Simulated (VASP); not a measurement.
# BaB4: single point with r2SCAN

Crystal: BaB4.

```
B Ba
1.0
     0.00000    3.77170    0.00000
     3.77170    0.00000    0.00000
     1.88585    1.88585   -4.47063
B Ba
4 1
Direct
  0.75000 0.25000 0.50000
  0.25000 0.75000 0.50000
  0.37700 0.37700 0.24600
  0.62300 0.62300 0.75400
  0.00000 0.00000 0.00000
```

- Program: VASP 6.6.1
- Task: single point
- Functional: r2SCAN
- Potentials or basis: VASP PAW PBE potentials, release 64 (B, Ba_sv)
- Cutoff: 550 eV
- k mesh: 5 × 5 × 5
- Occupations: methfessel-paxton, width 0.0383 eV
- Spin: no spin polarisation
- Dipole correction: no
- Further INCAR settings: ALGO = Normal; EDIFF = 1e-06; NBANDS = 19

```
Pressure               : -8.1 GPa
Largest force          : 1.752 eV/Å
Band gap on the k mesh : zero (bands 11 and 12 overlap by 1.55 eV)
```

Forces in eV/Å, atoms in the order of the input:
```
B    0.000  0.000  0.000
B    0.000  0.000  0.000
B    0.000  0.000 -1.752
B    0.000  0.000  1.752
Ba   0.000  0.000  0.000
```

Stress tensor (GPa, compression positive):
```
-7.12  0.00  0.00
 0.00 -7.12  0.00
 0.00  0.00 -9.99
```

Levels at points of the mesh, in eV from the Fermi level:
```tsv
k point	band 9	band 10	band 11	band 12	band 13	band 14
(0.00, 0.00, 0.00)	-3.38	-2.05	-0.44	1.01	1.01	4.32
```

Wall time 3.2 min on 1 thread of Intel Xeon 8259CL (shared host), peak memory 0.2 GiB.

Caveat: the k points lie up to 0.36 Å⁻¹ apart, too coarse for converged energies and pressures of a metal; the PAW data sets were made with another functional, which shifts forces and pressure a little; spin-orbit coupling is left out, which moves the levels of the heavy elements.
